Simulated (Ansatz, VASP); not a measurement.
# One calculation of Mo4C3, two programs

```
Mo C
1.0
     0.00000    3.88643    3.88643
     3.88643    0.00000    3.88643
     3.88643    3.88643    0.00000
Mo C
4 3
Direct
  0.86659 0.86659 0.86659
  0.86659 0.86659 0.40024
  0.86659 0.40024 0.86659
  0.40024 0.86659 0.86659
  0.75000 0.75000 0.75000
  0.50000 0.50000 0.50000
  0.00000 0.00000 0.00000
```

Alike in both runs: task relaxation of cell and atoms; functional PBE; k mesh 4 × 4 × 4; occupations gaussian, width 0.1 eV; no spin polarisation.

|  | VASP | Ansatz |
| --- | --- | --- |
| version | VASP 6.6.1 | Ansatz 0.2.0 |
| potentials or method | VASP PAW PBE potentials, release 64 (Mo_sv, C), cutoff 600 eV | scalar-relativistic, plane waves, PAW |
| valence electrons in the cell | 68 | 68 |

|  | VASP | Ansatz | Ansatz less VASP |
| --- | --- | --- | --- |
| gap on the k mesh at the Fermi level, each at its own relaxed structure (eV) | none | none | - |
| relaxed volume (Å³/atom) | 24.27 | 24.26 | -0.014 |
| relaxed cell length with the largest relative difference (Å) | 6.217 | 6.216 | -0.0012 |

A gap of «none» marks a metal or a gap that the smearing closes.

Noted on VASP's run: the volume moved by over 15 % at a fixed basis, so the end points are rough.
